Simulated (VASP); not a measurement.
# MgO (Fm-3m) in VASP: relaxation of cell and atoms with LDA

Aim: the relaxation of cell and atoms of MgO with LDA.

Everything below comes from runs of VASP 6.6.1. Logs are shortened: lines on timing, memory, paths and dates and some standing lists are left out, and cuts for length are marked.

## 1. The cell of the first run

The structure is cubic, space group Fm-3m (No. 225). Conventional cell: a = 4.163 Å, b = 4.163 Å, c = 4.163 Å, α = 90.00°, β = 90.00°, γ = 90.00°. Mg (site symmetry m-3m) has 6 O at 2.08 Å within 2.8 Å. O (site symmetry m-3m) has 6 Mg at 2.08 Å within 2.8 Å.

## 2. Relaxation of cell and atoms, LDA

INCAR reads:

```
SYSTEM = MgO
PREC = Accurate ; ENCUT = 840
EDIFF = 1E-7 ; ISMEAR = 0
SIGMA = 0.02 ; LREAL = .False.
LASPH = .True. ; NELM = 120
ALGO = Normal ; ISIF = 3
LWAVE = .False. ; LCHARG = .False.
IBRION = 2 ; NSW = 100
EDIFFG = -0.002 ; GGA_COMPAT = .False.
NELMIN = 4
```

KPOINTS reads:

```
Automatic mesh
0
Gamma
  10 10 10
  0 0 0
```

POSCAR reads:

```
MgO
1.0
    0.0000000000      2.0816499858      2.0816499858
    2.0816499858      0.0000000000      2.0816499858
    2.0816499858      2.0816499858      0.0000000000
Mg O
1 1
Direct
    0.0000000000      0.0000000000      0.0000000000
    0.5000000000      0.5000000000      0.5000000000
```

Potentials or basis: VASP PAW LDA potentials, release 64 (Mg_sv, O).

Run with:

```
$ cat potpaw_LDA.64/Mg_sv/POTCAR potpaw_LDA.64/O/POTCAR > POTCAR
$ mpirun -np 1 vasp_std > vasp.out
```

OUTCAR:

```text
SYSTEM = MgO
   PREC = Accurate
   ENCUT = 840
   EDIFF = 1E-7
   ISMEAR = 0
   LREAL = .False.
   LASPH = .True.
   NELM = 120
   ISIF = 3
   IBRION = 2
   NSW = 100
   EDIFFG = -0.002
   NELMIN = 4

 ion  position               nearest neighbor table
   1  0.000  0.000  0.000-   2 2.08   2 2.08   2 2.08   2 2.08   2 2.08   2 2.08
   2  0.500  0.500  0.500-   1 2.08   1 2.08   1 2.08   1 2.08   1 2.08   1 2.08

  LATTYP: Found a face centered cubic cell.
 ALAT       =     4.1632999716

  Lattice vectors:

 A1 = (   0.0000000000,   2.0816499858,   2.0816499858)
 A2 = (   2.0816499858,   0.0000000000,   2.0816499858)
 A3 = (   2.0816499858,   2.0816499858,   0.0000000000)

Analysis of symmetry for initial positions (statically):
=====================================================================
 Subroutine PRICEL returns:
 Original cell was already a primitive cell.

 Routine SETGRP: Setting up the symmetry group for a
 face centered cubic supercell.

 Subroutine GETGRP returns: Found 48 space group operations
 (whereof 48 operations were pure point group operations)
 out of a pool of 48 trial point group operations.

The static configuration has the point symmetry O_h .

Analysis of symmetry for dynamics (positions and initial velocities):
=====================================================================
 Subroutine PRICEL returns:
 Original cell was already a primitive cell.

 Routine SETGRP: Setting up the symmetry group for a
 face centered cubic supercell.

 Subroutine GETGRP returns: Found 48 space group operations
 (whereof 48 operations were pure point group operations)
 out of a pool of 48 trial point group operations.

The dynamic configuration has the point symmetry O_h .

 Subroutine INISYM returns: Found 48 space group operations
 (whereof 48 operations are pure point group operations),
 and found     1 'primitive' translations

----------------------------------------------------------------------------------------

                                     Primitive cell

  volume of cell :      18.0407

  direct lattice vectors                    reciprocal lattice vectors
     0.000000000  2.081649986  2.081649986    -0.240194078  0.240194078  0.240194078
     2.081649986  0.000000000  2.081649986     0.240194078 -0.240194078  0.240194078
     2.081649986  2.081649986  0.000000000     0.240194078  0.240194078 -0.240194078

  length of vectors
     2.943897642  2.943897642  2.943897642     0.416028348  0.416028348  0.416028348

  position of ions in fractional coordinates (direct lattice)
     0.000000000  0.000000000  0.000000000
     0.500000000  0.500000000  0.500000000

  ion indices of the primitive-cell ions
   primitive index   ion index
                 1           1
                 2           2

----------------------------------------------------------------------------------------

 KPOINTS: Automatic mesh

Automatic generation of k-mesh.
 Grid dimensions read from file:
 generate k-points for:   10   10   10

 Generating k-lattice:

  Cartesian coordinates                     Fractional coordinates (reciprocal lattice)
    -0.024019408  0.024019408  0.024019408     0.100000000  0.000000000  0.000000000
     0.024019408 -0.024019408  0.024019408     0.000000000  0.100000000  0.000000000
     0.024019408  0.024019408 -0.024019408     0.000000000  0.000000000  0.100000000

  Length of vectors
     0.041602835  0.041602835  0.041602835

  Shift w.r.t. Gamma in fractional coordinates (k-lattice)
     0.000000000  0.000000000  0.000000000

[... 58 lines left out ...]
   POTIM  = 0.5000    time-step for ionic-motion
   TEBEG  =    0.0;   TEEND  =   0.0 temperature during run
   PSTRESS=    0.0 pullay stress
   NELECT =      16.0000    total number of electrons
   NUPDOWN=      -1.0000    fix difference up-down
   EMIN   =  10.00;   EMAX   =-10.00  energy-range for DOS
   EFERMI =   0.00;   METHOD = LEGACY
   ISMEAR =     0;   SIGMA  =   0.02  broadening in eV -4-tet -1-fermi 0-gaus
   EFERMI_NEDOS =   21; number of points for ismear=-14 and -15
   IALGO  =     38    algorithm
   IMIX   =      4    mixing-type and parameters
     AMIX     =   0.40;   BMIX     =  1.00
     AMIX_MAG =   1.60;   BMIX_MAG =  1.00
  volume/ion in A,a.u.               =       9.02        60.87
  Fermi-wavevector in a.u.,A,eV,Ry     =   1.572886  2.972323 33.660391  2.473969
  Thomas-Fermi vector in A             =   2.674253
   LORBIT       =      0    0 simple, 1 ext, 2 COOP (PROOUT), +10 PAW based schemes
   GGA     = CA    functional components
   LHFCALC =     F    Hartree Fock is set to
   AEXX    =    0.0000 exact exchange contribution
   IVDW    =     0    specifies the selected vdW correction
   LEPSILON=     F    determine dielectric tensor
   LRPA    =     F    only Hartree local field effects (RPA)
 conjugate gradient relaxation of ions
 non-spin polarized calculation
 Gauss-broadening in eV      SIGMA  =   0.02
  energy-cutoff  :      840.00
  volume of cell :       18.04
 maximum number of plane-waves:      1010
   NGX = 13   NGY = 13   NGZ = 13

--------------------------------------- Ionic step        1  -------------------------------------------

 number of electron      15.9999996 magnetization

 Free energy of the ion-electron system (eV)
  ---------------------------------------------------
  ext. energy  EPLUGINS =         0.00000000
  ---------------------------------------------------
  free energy    TOTEN  =       -13.23365813 eV

  energy without entropy =      -13.23365813  energy(sigma->0) =      -13.23365813

------------------------ aborting loop because EDIFF is reached ----------------------------------------

  FORCE on cell =-STRESS in cart. coord.  units (eV):
  Direction    XX          YY          ZZ          XY          YZ          ZX
  --------------------------------------------------------------------------------------
  -------------------------------------------------------------------------------------
  Total        0.0116048      0.0116048      0.0116048      0.0000000      0.0000000      0.0000000
  in kB        1.0306147      1.0306147      1.0306147      0.0000000      0.0000000      0.0000000
  external PRESSURE =       1.0306147 kB  Pullay stress =       0.0000000 kB

 VOLUME and BASIS-vectors are now :
 -----------------------------------------------------------------------------
  energy-cutoff  :      840.00
  volume of cell :       18.04
      direct lattice vectors                 reciprocal lattice vectors
     0.000000000  2.081649986  2.081649986    -0.240194078  0.240194078  0.240194078
     2.081649986  0.000000000  2.081649986     0.240194078 -0.240194078  0.240194078
     2.081649986  2.081649986  0.000000000     0.240194078  0.240194078 -0.240194078

 POSITION                                       TOTAL-FORCE (eV/Angst)
 -----------------------------------------------------------------------------------
      0.00000      0.00000      0.00000        -0.000000     -0.000000     -0.000000
      2.08165      2.08165      2.08165         0.000000      0.000000      0.000000
 -----------------------------------------------------------------------------------
    total drift:                                0.000000      0.000000      0.000000

  FREE ENERGIE OF THE ION-ELECTRON SYSTEM (eV)
  ---------------------------------------------------
  free  energy   TOTEN  =       -13.2336581301 eV

  energy  without entropy=      -13.2336581301  energy(sigma->0) =      -13.23365813

--------------------------------------- Ionic step        2  -------------------------------------------

 number of electron      15.9999996 magnetization

 Free energy of the ion-electron system (eV)
  ---------------------------------------------------
  ext. energy  EPLUGINS =         0.00000000
  ---------------------------------------------------
  free energy    TOTEN  =       -13.23366573 eV

  energy without entropy =      -13.23366573  energy(sigma->0) =      -13.23366573

 E-fermi :   3.0654     XC(G=0): -12.1106

 val. band max:        2.8313572394   @ k =   0.0000   0.0000   0.0000
 cond. band min:       7.8382448729   @ k =   0.0000   0.0000   0.0000
 fundamental gap:      5.0068876335
 Fermi energy:         3.0654371395

 k-point     1 :       0.0000    0.0000    0.0000
  band No.  band energies     occupation
      1     -68.3944      2.00000
      2     -35.8515      2.00000
      3     -35.8515      2.00000
      4     -35.8515      2.00000
      5     -14.3337      2.00000
      6       2.8314      2.00000
      7       2.8314      2.00000
      8       2.8314      2.00000
      9       7.8382      0.00000
     10      18.5469      0.00000
     11      18.5469      0.00000
     12      18.5469      0.00000
[... 331 lines left out ...]
 k-point    24 :       0.4000    0.3000    0.0000
  band No.  band energies     occupation
      1     -68.3827      2.00000
      2     -35.9251      2.00000
      3     -35.8809      2.00000
      4     -35.8779      2.00000
      5     -12.9498      2.00000
      6      -0.8931      2.00000
      7       1.4585      2.00000
      8       1.6910      2.00000
      9      12.5211      0.00000
     10      12.9539      0.00000
     11      16.5332      0.00000
     12      21.1476      0.00000

 [... further k-points ...]

------------------------ aborting loop because EDIFF is reached ----------------------------------------

  FORCE on cell =-STRESS in cart. coord.  units (eV):
  Direction    XX          YY          ZZ          XY          YZ          ZX
  --------------------------------------------------------------------------------------
  -------------------------------------------------------------------------------------
  Total        0.0034232      0.0034232      0.0034232      0.0000000     -0.0000000      0.0000000
  in kB        0.3037591      0.3037591      0.3037591      0.0000000     -0.0000000      0.0000000
  external PRESSURE =       0.3037591 kB  Pullay stress =       0.0000000 kB

 VOLUME and BASIS-vectors are now :
 -----------------------------------------------------------------------------
  energy-cutoff  :      840.00
  volume of cell :       18.06
      direct lattice vectors                 reciprocal lattice vectors
     0.000000000  2.082232690  2.082232690    -0.240126861  0.240126861  0.240126861
     2.082232690  0.000000000  2.082232690     0.240126861 -0.240126861  0.240126861
     2.082232690  2.082232690  0.000000000     0.240126861  0.240126861 -0.240126861

 POSITION                                       TOTAL-FORCE (eV/Angst)
 -----------------------------------------------------------------------------------
      4.16447      4.16447      4.16447        -0.000000      0.000000      0.000000
      2.08223      2.08223      2.08223         0.000000     -0.000000     -0.000000
 -----------------------------------------------------------------------------------
    total drift:                                0.000000      0.000000      0.000000

  FREE ENERGIE OF THE ION-ELECTRON SYSTEM (eV)
  ---------------------------------------------------
  free  energy   TOTEN  =       -13.2336657268 eV

  energy  without entropy=      -13.2336657268  energy(sigma->0) =      -13.23366573

 reached required accuracy - stopping structural energy minimisation
```

It took 21 s on 1 thread of AMD EPYC 7R13 (Zen 3), shared host; peak memory 0.12 GiB.

Results:

- Free energy: -13.2337 eV
- Relaxed volume: 9.03 Å³/atom
- Relaxed cell: a = 2.945 Å, b = 2.945 Å, c = 2.945 Å, α = 60.00°, β = 60.00°, γ = 60.00°
- Space group after relaxing (to 0.1 Å): Fm-3m (No. 225)
- Energy gained by relaxing: 0.0 meV/atom
- Ionic steps: 2
- Pressure after relaxing: 0.0 GPa
- Band gap on the k mesh: 5.01 eV

Final structure:
```xyz
2
Lattice="0.0000 2.0822 2.0822 2.0822 0.0000 2.0822 2.0822 2.0822 0.0000" Properties=species:S:1:pos:R:3 pbc="T T T"
Mg    4.1645    4.1645    4.1645
O     2.0822    2.0822    2.0822
```

Levels at points of the mesh, in eV from the valence-band top:
```tsv
k point	band 4	band 5	band 6	band 7	band 8	band 9	band 10	band 11	band 12
(0.00, 0.00, 0.00)	-38.68	-17.17	0.00	0.00	0.00	5.01	15.72	15.72	15.72
(0.50, 0.00, 0.00)	-38.69	-15.69	-4.84	-0.71	-0.71	7.96	12.80	16.36	16.36
(0.50, 0.50, 0.00)	-38.72	-15.45	-4.26	-1.41	-1.41	8.93	10.10	13.26	19.16
```

Expect the measured gap to be larger: semilocal functionals such as LDA lack the derivative discontinuity.
